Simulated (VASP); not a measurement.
# Pd (P6_3/mmc) in VASP: single point with PBE

Aim: the single point of Pd with PBE.

All numbers are computed with VASP 6.6.1; they aren't measurements. Logs are shortened: lines on timing, memory, paths and dates and some standing lists are left out, and cuts for length are marked.

**1. The cell of the first run**

Symmetry: P6_3/mmc, No. 194, hexagonal system. The conventional cell has a = 2.784 Å, b = 2.784 Å, c = 4.629 Å, α = 90.00°, β = 90.00°, γ = 120.00°. Within 3.7 Å of Pd (site symmetry -6m2) lie 12 Pd at 2.78 to 2.82 Å.

This isn't the form of Pd at room conditions, which is fcc.

**2. Single point, PBE, collinear spin**

INCAR reads:

```
PREC = Accurate ; ENCUT = 520
EDIFF = 1E-7 ; ISMEAR = -1
SIGMA = 0.05 ; LREAL = False
LASPH = True ; NELM = 150
ALGO = Normal ; ISIF = 2
LWAVE = False ; LCHARG = False
ISPIN = 2 ; MAGMOM = 0.6 -0.6
LORBIT = 11 ; LMAXMIX = 4
GGA = PE ; NBANDS = 21
```

KPOINTS reads:

```
regular mesh
0
Gamma
  14 14 7
```

POSCAR reads:

```
Pd
1.0
    2.7836650458      0.0000000000      0.0000000000
   -1.3918325229      2.4107246453      0.0000000000
    0.0000000000      0.0000000000      4.6288930000
Pd
2
Direct
    0.6666666667      0.3333333333      0.7500000000
    0.3333333333      0.6666666667      0.2500000000
```

Potentials or basis: VASP PAW PBE potentials, release 64 (Pd).

Command:

```bash
$ cat potpaw_PBE.64/Pd/POTCAR > POTCAR
$ mpirun -np 1 vasp_std > vasp.out
```

OUTCAR:

```text
PREC = Accurate
   ENCUT = 520
   EDIFF = 1E-7
   ISMEAR = -1
   LREAL = False
   LASPH = True
   NELM = 150
   ISIF = 2
   ISPIN = 2
   LORBIT = 11
   GGA = PE

 ion  position               nearest neighbor table
   1  0.667  0.333  0.750-   2 2.82   2 2.82   2 2.82   2 2.82   2 2.82   2 2.82
   2  0.333  0.667  0.250-   1 2.82   1 2.82   1 2.82   1 2.82   1 2.82   1 2.82

  LATTYP: Found a hexagonal cell.
 ALAT       =     2.7836650458
 C/A-ratio  =     1.6628771507

  Lattice vectors:

 A1 = (   2.7836650458,   0.0000000000,   0.0000000000)
 A2 = (  -1.3918325229,   2.4107246453,   0.0000000000)
 A3 = (   0.0000000000,   0.0000000000,   4.6288930000)

Analysis of symmetry for initial positions (statically):
=====================================================================
 Subroutine PRICEL returns:
 Original cell was already a primitive cell.

 Routine SETGRP: Setting up the symmetry group for a
 hexagonal supercell.

 Subroutine GETGRP returns: Found 24 space group operations
 (whereof 12 operations were pure point group operations)
 out of a pool of 24 trial point group operations.

The static configuration has the point symmetry D_3d.
 The point group associated with its full space group is D_6h.

Analysis of symmetry for dynamics (positions and initial velocities):
=====================================================================
 Subroutine PRICEL returns:
 Original cell was already a primitive cell.

 Routine SETGRP: Setting up the symmetry group for a
 hexagonal supercell.

 Subroutine GETGRP returns: Found 24 space group operations
 (whereof 12 operations were pure point group operations)
 out of a pool of 24 trial point group operations.

The dynamic configuration has the point symmetry D_3d.
 The point group associated with its full space group is D_6h.

Analysis of structural, dynamic, and magnetic symmetry:
=====================================================================
 Subroutine PRICEL returns:
 Original cell was already a primitive cell.

 Routine SETGRP: Setting up the symmetry group for a
 hexagonal supercell.

 Subroutine GETGRP returns: Found 24 space group operations
 (whereof 12 operations were pure point group operations)
 out of a pool of 24 trial point group operations.

The overall configuration has the point symmetry D_3d.
 The point group associated with its full space group is D_6h.

 Subroutine INISYM returns: Found 24 space group operations
 (whereof 12 operations are pure point group operations),
 and found     1 'primitive' translations

----------------------------------------------------------------------------------------

                                     Primitive cell

  volume of cell :      31.0629

  direct lattice vectors                    reciprocal lattice vectors
     2.783665046  0.000000000  0.000000000     0.359238624  0.207406516  0.000000000
    -1.391832523  2.410724645  0.000000000     0.000000000  0.414813032  0.000000000
     0.000000000  0.000000000  4.628893000     0.000000000  0.000000000  0.216034374

  length of vectors
     2.783665046  2.783665046  4.628893000     0.414813032  0.414813032  0.216034374

  position of ions in fractional coordinates (direct lattice)
     0.666666667  0.333333333  0.750000000
     0.333333333  0.666666667  0.250000000

  ion indices of the primitive-cell ions
   primitive index   ion index
                 1           1
                 2           2

----------------------------------------------------------------------------------------

 KPOINTS: regular mesh

Automatic generation of k-mesh.
 Grid dimensions read from file:
 generate k-points for:   14   14    7

 Generating k-lattice:

  Cartesian coordinates                     Fractional coordinates (reciprocal lattice)
     0.025659902  0.014814751  0.000000000     0.071428571  0.000000000  0.000000000
     0.000000000  0.029629502  0.000000000     0.000000000  0.071428571  0.000000000
     0.000000000  0.000000000  0.030862053     0.000000000  0.000000000  0.142857143

  Length of vectors
     0.029629502  0.029629502  0.030862053

  Shift w.r.t. Gamma in fractional coordinates (k-lattice)
     0.000000000  0.000000000  0.000000000

 Subroutine IBZKPT returns following result:
 ===========================================

 Found     96 irreducible k-points:

 Following reciprocal coordinates:
            Coordinates               Weight
  0.000000  0.000000  0.000000      1.000000
  0.071429  0.000000  0.000000      6.000000
  0.142857  0.000000  0.000000      6.000000
  0.214286  0.000000  0.000000      6.000000
  0.285714  0.000000  0.000000      6.000000
  0.357143  0.000000  0.000000      6.000000
[... 16 lines left out ...]
  0.285714  0.285714  0.000000      6.000000
  0.357143  0.285714  0.000000      6.000000
 [... further k-points ...]
   k-points           NKPTS =     96   k-points in BZ     NKDIM =     96   number of bands    NBANDS=     21
   number of dos      NEDOS =    301   number of ions     NIONS =      2
   total plane-waves  NPLWV =  20736
   dimension x,y,z NGX =    24 NGY =   24 NGZ =   36
   dimension x,y,z NGXF=    48 NGYF=   48 NGZF=   72
   ions per type =               2
   NGX,Y,Z   is equivalent  to a cutoff of  14.33, 14.33, 12.93 a.u.
   NGXF,Y,Z  is equivalent  to a cutoff of  28.67, 28.67, 25.86 a.u.
 SYSTEM =  unknown system
   PREC   = accura    normal or accurate (medium, high low for compatibility)
   ISTART =      0    job   : 0-new  1-cont  2-samecut
   ICHARG =      2    charge: 1-file 2-atom 10-const
   ISPIN  =      2    spin polarized calculation?
   LNONCOLLINEAR =      F non collinear calculations
   LSORBIT =      F    spin-orbit coupling
   LASPH  =      T    aspherical Exc in radial PAW
   ENCUT  =  520.0 eV  38.22 Ry    6.18 a.u.   5.18  5.18  8.61*2*pi/ulx,y,z
   NELM   =    150;   NELMIN=  2; NELMDL= -5     # of ELM steps
   EDIFF  = 0.1E-06   stopping-criterion for ELM
   LREAL  =      F    real-space projection
   EDIFFG = 0.1E-05   stopping-criterion for IOM
   NSW    =      0    number of steps for IOM
   IBRION =     -1    ionic relax: 0-MD 1-quasi-New 2-CG
   NFREE  =      0    steps in history (QN), initial steepest desc. (CG)
   ISIF   =      2    stress and relaxation
   ISYM   =      2    0-nonsym 1-usesym 2-fastsym
   POTIM  = 0.5000    time-step for ionic-motion
   TEBEG  =    0.0;   TEEND  =   0.0 temperature during run
   PSTRESS=    0.0 pullay stress
   NELECT =      20.0000    total number of electrons
   NUPDOWN=      -1.0000    fix difference up-down
   EMIN   =  10.00;   EMAX   =-10.00  energy-range for DOS
   EFERMI =   0.00;   METHOD = LEGACY
   ISMEAR =    -1;   SIGMA  =   0.05  broadening in eV -4-tet -1-fermi 0-gaus
   EFERMI_NEDOS =   21; number of points for ismear=-14 and -15
   IALGO  =     38    algorithm
   IMIX   =      4    mixing-type and parameters
     AMIX     =   0.40;   BMIX     =  1.00
     AMIX_MAG =   1.60;   BMIX_MAG =  1.00
  volume/ion in A,a.u.               =      15.53       104.81
  Fermi-wavevector in a.u.,A,eV,Ry     =   1.413636  2.671385 27.189429  1.998367
  Thomas-Fermi vector in A             =   2.535261
   LORBIT       =     11    0 simple, 1 ext, 2 COOP (PROOUT), +10 PAW based schemes
   GGA     = PE    functional components
   LHFCALC =     F    Hartree Fock is set to
   AEXX    =    0.0000 exact exchange contribution
   IVDW    =     0    specifies the selected vdW correction
   LEPSILON=     F    determine dielectric tensor
   LRPA    =     F    only Hartree local field effects (RPA)
 spin polarized calculation
  energy-cutoff  :      520.00
  volume of cell :       31.06
 maximum number of plane-waves:       854
 NGX is ok and might be reduce to    24
   NGX = 11   NGY = 11   NGZ = 17

 number of electron      20.0000008 magnetization       0.0000000

 number of electron      20.0000008 magnetization      -0.0000000

 Free energy of the ion-electron system (eV)
  ---------------------------------------------------
  ext. energy  EPLUGINS =         0.00000000
  ---------------------------------------------------
  free energy    TOTEN  =       -10.38515747 eV

  energy without entropy =      -10.33817869  energy(sigma->0) =      -10.36166808

 E-fermi :   8.9335     XC(G=0): -12.8636

 val. band max:        8.9304169800   @ k =   0.4286   0.1429   0.1429
 cond. band min:       8.9383410374   @ k =   0.3571   0.2143   0.4286
 fundamental gap:      0.0079240574
 Fermi energy:         8.9335483057

 spin component 1

 k-point     1 :       0.0000    0.0000    0.0000
  band No.  band energies     occupation
      1       2.1887      1.00000
      2       4.0198      1.00000
      3       6.2310      1.00000
      4       6.4111      1.00000
      5       6.4111      1.00000
      6       6.7376      1.00000
[... 13 lines left out ...]
     20      33.0242      0.00000
     21      33.2798      0.00000
[... 529 lines left out ...]
 k-point    24 :       0.3571    0.2857    0.0000
  band No.  band energies     occupation
      1       4.7277      1.00000
      2       5.2934      1.00000
      3       5.3701      1.00000
      4       5.9054      1.00000
      5       6.2173      1.00000
      6       6.3572      1.00000
[... 13 lines left out ...]
     20      34.6840      0.00000
     21      35.5102      0.00000

 [... further k-points ...]

 spin component 2

 k-point     1 :       0.0000    0.0000    0.0000
  band No.  band energies     occupation
      1       2.1887      1.00000
      2       4.0198      1.00000
      3       6.2310      1.00000
      4       6.4111      1.00000
      5       6.4111      1.00000
      6       6.7376      1.00000
[... 13 lines left out ...]
     20      33.0242      0.00000
     21      33.2798      0.00000
[... 529 lines left out ...]
 k-point    24 :       0.3571    0.2857    0.0000
  band No.  band energies     occupation
      1       4.7277      1.00000
      2       5.2934      1.00000
      3       5.3701      1.00000
      4       5.9054      1.00000
      5       6.2173      1.00000
      6       6.3572      1.00000
[... 13 lines left out ...]
     20      34.6840      0.00000
     21      35.5099      0.00000

 [... further k-points ...]
[... 5 lines left out ...]
  --------------------------------------------------------------------------------------
  -------------------------------------------------------------------------------------
  Total       -0.3666682     -0.3666682     -0.2412950      0.0000000      0.0000000      0.0000000
  in kB      -18.9122038    -18.9122038    -12.4456381      0.0000000      0.0000000      0.0000000
  external PRESSURE =     -16.7566819 kB  Pullay stress =       0.0000000 kB

 VOLUME and BASIS-vectors are now :
 -----------------------------------------------------------------------------
  energy-cutoff  :      520.00
  volume of cell :       31.06
      direct lattice vectors                 reciprocal lattice vectors
     2.783665046  0.000000000  0.000000000     0.359238624  0.207406516  0.000000000
    -1.391832523  2.410724645  0.000000000     0.000000000  0.414813032  0.000000000
     0.000000000  0.000000000  4.628893000     0.000000000  0.000000000  0.216034374

 POSITION                                       TOTAL-FORCE (eV/Angst)
 -----------------------------------------------------------------------------------
      1.39183      0.80357      3.47167         0.000000      0.000000      0.000000
     -0.00000      1.60715      1.15722        -0.000000     -0.000000      0.000000
 -----------------------------------------------------------------------------------
    total drift:                               -0.000000      0.000000     -0.000000

  FREE ENERGIE OF THE ION-ELECTRON SYSTEM (eV)
  ---------------------------------------------------
  free  energy   TOTEN  =       -10.3851574665 eV

  energy  without entropy=      -10.3381786927  energy(sigma->0) =      -10.36166808

 total charge

# of ion       s       p       d       tot
------------------------------------------
    1        0.462   0.425   8.453   9.340
    2        0.462   0.425   8.453   9.340
--------------------------------------------------
tot          0.925   0.850  16.905  18.680

 magnetization (x)

# of ion       s       p       d       tot
------------------------------------------
    1        0.000   0.000   0.000   0.000
    2       -0.000  -0.000  -0.000  -0.000
--------------------------------------------------
tot          0.000   0.000   0.000   0.000
```

Run time: 2.3 min. Hardware: 1 thread of Intel Xeon 8259CL, shared host; peak memory 0.23 GiB.

What came out:

```
Free energy                                           : -10.3852 eV
Pressure                                              : -1.7 GPa
Band gap on the k mesh                                : zero (filled and empty bands overlap)
Net moment                                            : 0.00 μB per cell
Valence electrons inside the program's atomic spheres : Pd 9.34
```

Stress tensor (GPa, compression positive):
```
-1.89  0.00  0.00
 0.00 -1.89  0.00
 0.00  0.00 -1.24
```
